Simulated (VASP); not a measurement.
**SbW: single point with LDA**

SbW:

```
CELL_PARAMETERS angstrom
4.40023 0.00000 0.00000
-2.20011 3.81071 0.00000
0.00000 0.00000 5.21022
ATOMIC_POSITIONS crystal
W 0.00000 0.00000 0.00000
W 0.00000 0.00000 0.50000
Sb 0.33333 0.66667 0.25000
Sb 0.66667 0.33333 0.75000
```

| Property | Result |
| --- | --- |
| Program | VASP 6.6.1 |
| Task | single point |
| Functional | LDA |
| Potentials or basis | VASP PAW LDA potentials, release 64 (W_sv, Sb) |
| Cutoff | 520 eV |
| k mesh | 10 × 10 × 6 |
| Occupations | gaussian, width 0.05 eV |
| Spin | no spin polarisation |
| Dipole correction | no |
| Further INCAR settings | ALGO = Normal; EDIFF = 1e-06; NBANDS = 27 |

```
Pressure               : -7.2 GPa
Band gap on the k mesh : zero (bands 19 and 20 overlap by 1.42 eV)
```

Stress tensor (GPa, compression positive):
```
-6.86  0.00  0.00
 0.00 -6.86  0.00
 0.00  0.00 -7.77
```

Levels at points of the mesh, in eV from the Fermi level:
```
           k point  band 17  band 18  band 19  band 20  band 21  band 22
(0.00, 0.00, 0.00)    -0.16    -0.16     0.25     0.25     2.56     2.57
(0.50, 0.00, 0.00)    -1.78    -1.37    -0.71     0.58     0.70     2.06
(0.00, 0.00, 0.50)    -0.69    -0.69    -0.69    -0.69     0.17     0.17
(0.50, 0.00, 0.50)    -0.14    -0.14     0.02     0.02     0.07     0.07
```

It took 3.8 min on 1 thread of Intel Xeon 8259CL, with other jobs on the host, peak memory 0.25 GiB.

Caveat: the cell stands under tension; spin-orbit coupling is left out, which moves the levels of the heavy elements.
